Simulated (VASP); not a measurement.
Input of a VASP 6.6.1 run:

File POSCAR:

```
CdTe
1.0
    3.2614844484      3.2614844484      0.0000000000
   -3.2614844484      3.2614844484      0.0000000000
    0.0000000000      3.2614844484      3.3019080850
Cd Te
1 1
Direct
    0.0000000000      0.0000000000      0.0000000000
    0.7500000000      0.2500000000      0.5000000000
```

Contents of INCAR.step1:

```
PREC = Accurate
ENCUT = 550
ISMEAR = 0
SIGMA = 0.01
LREAL = False
LASPH = True
NELM = 120
NBANDS = 16
GGA = PE
ALGO = Normal
EDIFF = 1E-5
LWAVE = True
LCHARG = False
GGA_COMPAT = False
```

Contents of INCAR.step2:

```
PREC = Accurate
ENCUT = 550
EDIFF = 1E-6
ISMEAR = 0
SIGMA = 0.01
LREAL = False
LASPH = True
NELM = 120
ALGO = Normal
ISIF = 2
LWAVE = False
LCHARG = True
METAGGA = R2SCAN
LMIXTAU = True
LELF = True
LVHAR = True
NBANDS = 16
ISTART = 1
GGA_COMPAT = False
```

KPOINTS

```
Automatic mesh
0
Gamma
  6 6 6
```

Potentials or basis: VASP PAW PBE potentials, release 64 (Cd, Te).

Command:

```bash
$ cat potpaw_PBE.64/Cd/POTCAR potpaw_PBE.64/Te/POTCAR > POTCAR
$ cp INCAR.step1 INCAR
$ mpirun -np 1 vasp_std > vasp.out
$ cp INCAR.step2 INCAR
$ mpirun -np 1 vasp_std > vasp.out
```

Task: Estimate the band gap on the k mesh.

Result: 1.15 eV.

Task: Predict the pressure.

Result: 0.2 GPa.

Stress tensor (GPa, compression positive):
```
0.31 0.00 0.00
0.00 0.31 0.00
0.00 0.00 0.10
```

Caveat: the cell differs from its parent crystal (in-plane strain -0.005, then relaxed in part); the PAW data sets were made with another functional, which shifts forces and pressure a little; spin-orbit coupling is left out, which moves the levels of the heavy elements.
